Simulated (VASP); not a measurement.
# MgO in VASP: further runs, part 2 of 2

VASP 6.6.1. The steps go on from the part before.

### 5 Single point, LDA

This run uses another cell than the first one, of 8.99 Å³/atom, 1.014 times its volume.

Input file INCAR:

```
SYSTEM = MgO
PREC = Accurate
ENCUT = 520
EDIFF = 1E-7
ISMEAR = -1
SIGMA = 0.05
LREAL = .False.
LASPH = .True.
NELM = 100
ALGO = Normal
ISIF = 2
LWAVE = .False.
LCHARG = .False.
GGA = CA
NBANDS = 11
```

Input file KPOINTS:

```
Automatic mesh
0
Gamma
  14 14 14
  0 0 0
```

Input file POSCAR:

```
MgO
1.0
    2.0795922154      2.0795922154      0.0000000000
   -2.0795922154      2.0795922154      0.0000000000
    0.0000000000      2.0795922154      2.0795922154
Mg O
1 1
Direct
    0.0000000000      0.0000000000      0.0000000000
    0.5000000000      0.5000000000      0.0000000000
```

Potentials or basis: VASP PAW LDA potentials, release 64 (Mg, O).

Run with:

```
$ cat potpaw_LDA.64/Mg/POTCAR potpaw_LDA.64/O/POTCAR > POTCAR
$ mpirun -np 1 vasp_std > vasp.out
```

OUTCAR:

```text
SYSTEM = MgO
   PREC = Accurate
   ENCUT = 520
   EDIFF = 1E-7
   ISMEAR = -1
   LREAL = .False.
   LASPH = .True.
   NELM = 100
   ISIF = 2
   GGA = CA

 ion  position               nearest neighbor table
   1  0.000  0.000  0.000-   2 2.08   2 2.08   2 2.08   2 2.08   2 2.08   2 2.08
   2  0.500  0.500  0.000-   1 2.08   1 2.08   1 2.08   1 2.08   1 2.08   1 2.08

  LATTYP: Found a face centered cubic cell.
 ALAT       =     4.1591844308

  Lattice vectors:

 A1 = (   0.0000000000,   2.0795922154,   2.0795922154)
 A2 = (   2.0795922154,   0.0000000000,   2.0795922154)
 A3 = (   2.0795922154,   2.0795922154,   0.0000000000)

Analysis of symmetry for initial positions (statically):
=====================================================================
 Subroutine PRICEL returns:
 Original cell was already a primitive cell.

 Routine SETGRP: Setting up the symmetry group for a
 face centered cubic supercell.

 Subroutine GETGRP returns: Found 48 space group operations
 (whereof 48 operations were pure point group operations)
 out of a pool of 48 trial point group operations.

The static configuration has the point symmetry O_h .

Analysis of symmetry for dynamics (positions and initial velocities):
=====================================================================
 Subroutine PRICEL returns:
 Original cell was already a primitive cell.

 Routine SETGRP: Setting up the symmetry group for a
 face centered cubic supercell.

 Subroutine GETGRP returns: Found 48 space group operations
 (whereof 48 operations were pure point group operations)
 out of a pool of 48 trial point group operations.

The dynamic configuration has the point symmetry O_h .

 Subroutine INISYM returns: Found 48 space group operations
 (whereof 48 operations are pure point group operations),
 and found     1 'primitive' translations

----------------------------------------------------------------------------------------

                                     Primitive cell

  volume of cell :      17.9872

  direct lattice vectors                    reciprocal lattice vectors
     2.079592215  2.079592215  0.000000000     0.240431752  0.240431752 -0.240431752
    -2.079592215  2.079592215  0.000000000    -0.240431752  0.240431752 -0.240431752
     0.000000000  2.079592215  2.079592215     0.000000000  0.000000000  0.480863504

  length of vectors
     2.940987515  2.940987515  2.940987515     0.416440010  0.416440010  0.480863504

  position of ions in fractional coordinates (direct lattice)
     0.000000000  0.000000000  0.000000000
     0.500000000  0.500000000  0.000000000

  ion indices of the primitive-cell ions
   primitive index   ion index
                 1           1
                 2           2

----------------------------------------------------------------------------------------

 KPOINTS: Automatic mesh

Automatic generation of k-mesh.
 Grid dimensions read from file:
 generate k-points for:   14   14   14

 Generating k-lattice:

  Cartesian coordinates                     Fractional coordinates (reciprocal lattice)
     0.017173697  0.017173697 -0.017173697     0.071428571  0.000000000  0.000000000
    -0.017173697  0.017173697 -0.017173697     0.000000000  0.071428571  0.000000000
     0.000000000  0.000000000  0.034347393     0.000000000  0.000000000  0.071428571

  Length of vectors
     0.029745715  0.029745715  0.034347393

  Shift w.r.t. Gamma in fractional coordinates (k-lattice)
     0.000000000  0.000000000  0.000000000

 Subroutine IBZKPT returns following result:
 ===========================================

 Found    104 irreducible k-points:

 Following reciprocal coordinates:
            Coordinates               Weight
  0.000000  0.000000  0.000000      1.000000
  0.071429  0.000000  0.000000      8.000000
  0.142857  0.000000  0.000000      8.000000
  0.214286  0.000000  0.000000      8.000000
  0.285714  0.000000  0.000000      8.000000
  0.357143  0.000000  0.000000      8.000000
[... 16 lines left out ...]
  0.214286  0.142857  0.000000     24.000000
  0.285714  0.142857  0.000000     24.000000
 [... further k-points ...]
   k-points           NKPTS =    104   k-points in BZ     NKDIM =    104   number of bands    NBANDS=     11
   number of dos      NEDOS =    301   number of ions     NIONS =      2
   total plane-waves  NPLWV =  13824
   dimension x,y,z NGX =    24 NGY =   24 NGZ =   24
   dimension x,y,z NGXF=    48 NGYF=   48 NGZF=   48
   ions per type =               1   1
   NGX,Y,Z   is equivalent  to a cutoff of  13.57, 13.57, 13.57 a.u.
   NGXF,Y,Z  is equivalent  to a cutoff of  27.13, 27.13, 27.13 a.u.
 SYSTEM =  MgO
   PREC   = accura    normal or accurate (medium, high low for compatibility)
   ISTART =      0    job   : 0-new  1-cont  2-samecut
   ICHARG =      2    charge: 1-file 2-atom 10-const
   ISPIN  =      1    spin polarized calculation?
   LNONCOLLINEAR =      F non collinear calculations
   LSORBIT =      F    spin-orbit coupling
   LASPH  =      T    aspherical Exc in radial PAW
   ENCUT  =  520.0 eV  38.22 Ry    6.18 a.u.   5.47  5.47  5.47*2*pi/ulx,y,z
   NELM   =    100;   NELMIN=  2; NELMDL= -5     # of ELM steps
   EDIFF  = 0.1E-06   stopping-criterion for ELM
   LREAL  =      F    real-space projection
   EDIFFG = 0.1E-05   stopping-criterion for IOM
   NSW    =      0    number of steps for IOM
   IBRION =     -1    ionic relax: 0-MD 1-quasi-New 2-CG
   NFREE  =      0    steps in history (QN), initial steepest desc. (CG)
   ISIF   =      2    stress and relaxation
   ISYM   =      2    0-nonsym 1-usesym 2-fastsym
   POTIM  = 0.5000    time-step for ionic-motion
   TEBEG  =    0.0;   TEEND  =   0.0 temperature during run
   PSTRESS=    0.0 pullay stress
   NELECT =       8.0000    total number of electrons
   NUPDOWN=      -1.0000    fix difference up-down
   EMIN   =  10.00;   EMAX   =-10.00  energy-range for DOS
   EFERMI =   0.00;   METHOD = LEGACY
   ISMEAR =    -1;   SIGMA  =   0.05  broadening in eV -4-tet -1-fermi 0-gaus
   EFERMI_NEDOS =   21; number of points for ismear=-14 and -15
   IALGO  =     38    algorithm
   IMIX   =      4    mixing-type and parameters
     AMIX     =   0.40;   BMIX     =  1.00
     AMIX_MAG =   1.60;   BMIX_MAG =  1.00
  volume/ion in A,a.u.               =       8.99        60.69
  Fermi-wavevector in a.u.,A,eV,Ry     =   1.249635  2.361468 21.246702  1.561589
  Thomas-Fermi vector in A             =   2.383667
   LORBIT       =      0    0 simple, 1 ext, 2 COOP (PROOUT), +10 PAW based schemes
   GGA     = CA    functional components
   LHFCALC =     F    Hartree Fock is set to
   AEXX    =    0.0000 exact exchange contribution
   IVDW    =     0    specifies the selected vdW correction
   LEPSILON=     F    determine dielectric tensor
   LRPA    =     F    only Hartree local field effects (RPA)
 non-spin polarized calculation
  energy-cutoff  :      520.00
  volume of cell :       17.99
 maximum number of plane-waves:       531
 NGX is ok and might be reduce to    24
   NGX = 11   NGY = 11   NGZ = 11

 number of electron       8.0000000 magnetization

 Free energy of the ion-electron system (eV)
  ---------------------------------------------------
  ext. energy  EPLUGINS =         0.00000000
  ---------------------------------------------------
  free energy    TOTEN  =       -13.44476136 eV

  energy without entropy =      -13.44476136  energy(sigma->0) =      -13.44476136

 E-fermi :   4.1216     XC(G=0): -11.7760

 val. band max:        3.1743381753   @ k =   0.0000   0.0000   0.0000
 cond. band min:       8.2092698615   @ k =   0.0000   0.0000   0.0000
 fundamental gap:      5.0349316862
 Fermi energy:         4.1215805805

 k-point     1 :       0.0000    0.0000    0.0000
  band No.  band energies     occupation
      1     -14.0314      2.00000
      2       3.1743      2.00000
      3       3.1743      2.00000
      4       3.1743      2.00000
      5       8.2093      0.00000
      6      18.9052      0.00000
      7      18.9052      0.00000
      8      18.9052      0.00000
      9      23.0301      0.00000
     10      24.7208      0.00000
     11      24.7208      0.00000
[... 309 lines left out ...]
 k-point    24 :       0.2857    0.1429    0.0000
  band No.  band energies     occupation
      1     -12.8739      2.00000
      2      -0.5509      2.00000
      3       1.8522      2.00000
      4       2.6096      2.00000
      5      11.8639      0.00000
      6      15.2552      0.00000
      7      18.4158      0.00000
      8      20.4288      0.00000
      9      22.8830      0.00000
     10      24.8119      0.00000
     11      27.2598      0.00000

 [... further k-points ...]
[... 5 lines left out ...]
  --------------------------------------------------------------------------------------
  -------------------------------------------------------------------------------------
  Total       -0.1890902     -0.1890902     -0.1890902      0.0000000     -0.0000000      0.0000000
  in kB      -16.8428322    -16.8428322    -16.8428322      0.0000000     -0.0000000      0.0000000
  external PRESSURE =     -16.8428322 kB  Pullay stress =       0.0000000 kB

 VOLUME and BASIS-vectors are now :
 -----------------------------------------------------------------------------
  energy-cutoff  :      520.00
  volume of cell :       17.99
      direct lattice vectors                 reciprocal lattice vectors
     2.079592215  2.079592215  0.000000000     0.240431752  0.240431752 -0.240431752
    -2.079592215  2.079592215  0.000000000    -0.240431752  0.240431752 -0.240431752
     0.000000000  2.079592215  2.079592215     0.000000000  0.000000000  0.480863504

 POSITION                                       TOTAL-FORCE (eV/Angst)
 -----------------------------------------------------------------------------------
      0.00000      0.00000      0.00000        -0.000000     -0.000000      0.000000
      0.00000      2.07959      0.00000         0.000000      0.000000      0.000000
 -----------------------------------------------------------------------------------
    total drift:                                0.000000     -0.000000     -0.000000

  FREE ENERGIE OF THE ION-ELECTRON SYSTEM (eV)
  ---------------------------------------------------
  free  energy   TOTEN  =       -13.4447613593 eV

  energy  without entropy=      -13.4447613592  energy(sigma->0) =      -13.44476136
```

OSZICAR:

```text
N       E                     dE             d eps       ncg     rms          rms(c)
DAV:   1     0.102634513017E+02    0.10263E+02   -0.47150E+03  2640   0.650E+02
DAV:   2    -0.145662372853E+02   -0.24830E+02   -0.24373E+02  2645   0.135E+02
DAV:   3    -0.150268593260E+02   -0.46062E+00   -0.46040E+00  2750   0.156E+01
DAV:   4    -0.150278376314E+02   -0.97831E-03   -0.97829E-03  2468   0.808E-01
DAV:   5    -0.150278405327E+02   -0.29012E-05   -0.29012E-05  2681   0.409E-02    0.709E+00
DAV:   6    -0.135060985293E+02    0.15217E+01   -0.85525E+00  2372   0.161E+01    0.219E+00
DAV:   7    -0.134687464155E+02    0.37352E-01   -0.57716E-02  2519   0.213E+00    0.129E+00
DAV:   8    -0.134452189057E+02    0.23528E-01   -0.28412E-02  2390   0.173E+00    0.221E-01
DAV:   9    -0.134448918003E+02    0.32711E-03   -0.38972E-04  2663   0.146E-01    0.130E-01
DAV:  10    -0.134447617933E+02    0.13001E-03   -0.34079E-04  2471   0.152E-01    0.562E-03
DAV:  11    -0.134447613414E+02    0.45193E-06   -0.41460E-06  2612   0.117E-02    0.239E-03
DAV:  12    -0.134447613593E+02   -0.17881E-07   -0.41659E-08  1616   0.174E-03
   1 F= -.13444761E+02 E0= -.13444761E+02  d E =-.898553E-10
```

stdout:

```text
POSCAR found type information on POSCAR MgO
 POSCAR found :  2 types and       2 ions
 scaLAPACK will be used
 LDA part: xc-table for (Slater(with rela. corr.)+CA(PZ))
 , standard interpolation
 POSCAR, INCAR and KPOINTS ok, starting setup
 FFT: planning ... GRIDC
 FFT: planning ... GRID_SOFT
 FFT: planning ... GRID
 WAVECAR not read
 entering main loop
```

It took 8.6 s on 1 thread of Intel Xeon Platinum 8375C at 2.90GHz (Ice Lake), shared host; peak memory 0.14 GiB.

What came out:

```yaml
Free_energy: -13.4448 eV
Pressure: -1.7 GPa
Band_gap_on_the_k_mesh: 5.04 eV, direct
```

Levels at points of the mesh, in eV from the valence-band top:
| k point | band 2 | band 3 | band 4 | band 5 | band 6 | band 7 |
| --- | --- | --- | --- | --- | --- | --- |
| (0.00, 0.00, 0.00) | 0.00 | 0.00 | 0.00 | 5.04 | 15.73 | 15.73 |
| (0.50, 0.00, 0.00) | -4.87 | -0.71 | -0.71 | 7.97 | 12.83 | 16.39 |
| (0.50, 0.50, 0.00) | -4.31 | -1.43 | -1.43 | 8.92 | 10.12 | 13.30 |

A k mesh can miss the band edges. As with any semilocal functional, this LDA gap is likely too small.

### 6 Overview

| cell | k mesh | smearing | gap on the mesh (eV) | pressure (GPa) |
| --- | --- | --- | --- | --- |
| a = 2.912, b = 2.912, c = 2.935 Å, angles 60.3, 60.3, 90.0°, 2 atoms | 10 × 10 × 10 | gaussian 0.01 eV | 5.16 | 0.9 |
| a = 2.926, b = 2.926, c = 2.938 Å, angles 60.1, 60.1, 90.0°, 2 atoms | 10 × 10 × 10 | gaussian 0.01 eV | 5.10 | -0.4 |
| a = 2.941 Å, angles 60.0, 60.0, 90.0°, 2 atoms | 14 × 14 × 14 | fermi-dirac 0.05 eV | 5.04 | -1.7 |

Alike in all rows: task single point; level LDA; potentials or basis VASP PAW LDA potentials, release 64 (Mg, O); no spin polarisation; cutoff (eV) 520.

Absolute energies hang on the potentials; compare differences alone.
